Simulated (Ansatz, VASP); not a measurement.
BeTe in VASP and in Ansatz

```xyz
2
Lattice="0.0000 2.9233 2.9233 2.9233 0.0000 2.9233 2.9233 2.9233 0.0000" Properties=species:S:1:pos:R:3 pbc="T T T"
Be    0.0000    0.0000    0.0000
Te    1.4616    1.4616    1.4616
```

Alike in both runs: task single point; functional PBE; k mesh 8 × 8 × 8; occupations gaussian, width 0.02 eV; no spin polarisation.

```csv
,VASP,Ansatz
version,VASP 6.6.1,Ansatz 0.2.0
potentials or method,"VASP PAW PBE potentials, release 64 (Be, Te), cutoff 600 eV","scalar-relativistic, plane waves, PAW"
valence electrons in the cell,8,18
```

Ansatz gave:

- gap on the k mesh at the Fermi level (eV): 2.23
- least direct gap on the mesh (eV): 3.05
- pressure (GPa): -4.4

**Question.** What did VASP give for the same quantities?

**Answer.** gap on the k mesh at the Fermi level (eV): 2.22; least direct gap on the mesh (eV): 3.04; pressure (GPa): -4.4.

With one functional, cell and mesh, what is left measures potentials, basis and numerics. VASP's potentials hold 8 valence electrons a cell and Ansatz's 18, so a difference there can come from the potentials and not from the codes.

Spin-orbit coupling is off throughout.
